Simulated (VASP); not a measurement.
Set up this calculation in VASP 6.6.1, as the native input.

```
Task                   : single point
Functional             : PBE
Potentials or basis    : VASP PAW PBE potentials, release 64 (W_sv, Se)
Cutoff                 : 520 eV
k mesh                 : 12 × 12 × 2
Occupations            : gaussian, width 0.05 eV
Spin                   : no spin polarisation
Dipole correction      : no
Further INCAR settings : ALGO = Normal; EDIFF = 1e-06; NBANDS = 35
```

The structure of WSe2 lies in POSCAR:

```
WSe2
1.0
    3.2899984505      0.0000000000      0.0000000000
   -1.6449992252      2.8492222365      0.0000000000
    0.0000000000      0.0000000000     12.9700000000
W Se
2 4
Direct
    0.3333333333      0.6666666667      0.2500000000
    0.6666666667      0.3333333333      0.7500000000
    0.3169824052      0.7113382332      0.6210000000
    0.6666666667      0.3333333333      0.1210000000
    0.3333333333      0.6666666667      0.8790000000
    0.6666666667      0.3333333333      0.3790000000
```

This cell differs from its parent crystal: atom 3 (Se) moved -0.180 Å along Cartesian [1 -1 0].

The input as run:

INCAR

```
PREC = Accurate
ENCUT = 520
EDIFF = 1E-6
ISMEAR = 0
SIGMA = 0.05
LREAL = False
LASPH = True
NELM = 80
ALGO = Normal
ISIF = 2
LWAVE = False
LCHARG = False
GGA = PE
NBANDS = 35
```

KPOINTS

```
regular mesh
0
Gamma
  12 12 2
```

Potentials or basis: VASP PAW PBE potentials, release 64 (W_sv, Se).

Launch:

```sh
$ cat potpaw_PBE.64/W_sv/POTCAR potpaw_PBE.64/Se/POTCAR > POTCAR
$ mpirun -np 1 vasp_std > vasp.out
```

It gave:

The pressure is 4.4 GPa, the largest force is 1.590 eV/Å and the band gap on the k mesh is 0.93 eV (least direct gap 1.51 eV).

Caveat: the cell differs from its parent crystal (atom 3 (Se) moved -0.180 Å along Cartesian [1 -1 0]); the cell stands under pressure; spin-orbit coupling is left out, which moves the levels of the heavy elements; forces of over 1 eV/Å act on the atoms, so gaps and moduli don't describe the material at rest.

It took 14 min on 1 thread of Intel Xeon 8259CL (shared host), peak memory 0.6 GiB.
